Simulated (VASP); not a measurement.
Input of a VASP 6.6.1 run:

INCAR

```
PREC = Accurate
ENCUT = 500
EDIFF = 1E-6
ISMEAR = -1
SIGMA = 0.05
LREAL = False
LASPH = True
NELM = 120
ALGO = Normal
ISIF = 2
LWAVE = False
LCHARG = False
GGA = PE
IVDW = 13
NBANDS = 18
GGA_COMPAT = False
```

KPOINTS

```
regular mesh
0
Gamma
  8 8 6
```

POSCAR

```
P
1.0
    1.6800600174     -5.5722225395      0.0000000000
    1.6800600174      5.5722225395      0.0000000000
    0.0000000000      0.0000000000      4.6327491080
P
4
Direct
    0.9041431300      0.0958568700      0.5888151700
    0.0958568700      0.9041431300      0.4111848300
    0.5958568700      0.4041431300      0.0888151700
    0.4041431300      0.5958568700      0.9111848300
```

Potentials or basis: VASP PAW PBE potentials, release 64 (P).

Run with:

```sh
$ cat potpaw_PBE.64/P/POTCAR > POTCAR
$ mpirun -np 1 vasp_std > vasp.out
```

Problem. Predict the largest force.

Solution. 0.220 eV/Å.

Problem. What does it give for the pressure?

Solution. -4.8 GPa.

Problem. Predict the dispersion energy per atom.

Solution. -0.342 eV.

Problem. Predict the band gap on the k mesh.

Solution. 0.23 eV.

Forces in eV/Å, atoms in the order of the input:
```
P    0.000 -0.218  0.032
P    0.000  0.218 -0.032
P    0.000  0.218  0.032
P    0.000 -0.218 -0.032
```

Caveat: the cell stands under tension. A k mesh can miss the band edges.
